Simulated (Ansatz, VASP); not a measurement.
Cu3N in VASP and in Ansatz

INCAR

```
ALGO = Normal
EDIFF = 1E-7
EDIFFG = -0.005
ENCUT = 600
GGA = PE
GGA_COMPAT = False
IBRION = 2
ISIF = 3
ISMEAR = 0
LASPH = True
LCHARG = False
LREAL = False
LWAVE = False
NELM = 120
NELMIN = 4
NSW = 100
PREC = Accurate
SIGMA = 0.01
```

Contents of KPOINTS:

```
k-points
0
Gamma
  10 10 10
```

The input POSCAR:

```
Cu3N
1.0
    3.8140000000      0.0000000000      0.0000000000
    0.0000000000      3.8140000000      0.0000000000
    0.0000000000      0.0000000000      3.8140000000
Cu N
3 1
Direct
    0.5000000000      0.0000000000      0.0000000000
    0.0000000000      0.5000000000      0.0000000000
    0.0000000000      0.0000000000      0.5000000000
    0.0000000000      0.0000000000      0.0000000000
```

Input for Ansatz:

```yaml
crystal:
  lattice:
    - [3.814, 0.0, 0.0]
    - [0.0, 3.814, 0.0]
    - [0.0, 0.0, 3.814]
  atoms:
    - { symbol: Cu, position: [0.5, 0.0, 0.0] }
    - { symbol: Cu, position: [0.0, 0.5, 0.0] }
    - { symbol: Cu, position: [0.0, 0.0, 0.5] }
    - { symbol: "N", position: [0.0, 0.0, 0.0] }
basis:
  ecutwfc: 420
kpoints:
  mp_grid: { grid: [10, 10, 10] }
hamiltonian:
  xc: pbe
scf:
  occupations: { method: gaussian, width: 0.01 }
output:
  forces: true
  stress: true
  eigenvalues: true
relax:
  adjacent_minimum: "off"
  f_tol: 0.005
  max_steps: 80
  cell: { stress_tol: 0.05 }
```

Alike in both runs: task relaxation of cell and atoms; functional PBE; k mesh 10 × 10 × 10; occupations gaussian, width 0.01 eV; no spin polarisation.

|  | VASP | Ansatz |
| --- | --- | --- |
| version | VASP 6.6.1 | Ansatz 0.2.0 |
| potentials or method | VASP PAW PBE potentials, release 64 (Cu, N), cutoff 600 eV | scalar-relativistic, plane waves, PAW |
| valence electrons in the cell | 38 | 62 |

|  | VASP | Ansatz | Ansatz less VASP |
| --- | --- | --- | --- |
| gap on the k mesh at the Fermi level, each at its own relaxed structure (eV) | 0.26 | 0.22 | -0.039 |
| relaxed volume (Å³/atom) | 14.08 | 14.01 | -0.070 |
| relaxed cell length with the largest relative difference (Å) | 3.833 | 3.827 | -0.0064 |

VASP's potentials hold 38 valence electrons a cell and Ansatz's 62, so a difference there can come from the potentials and not from the codes.
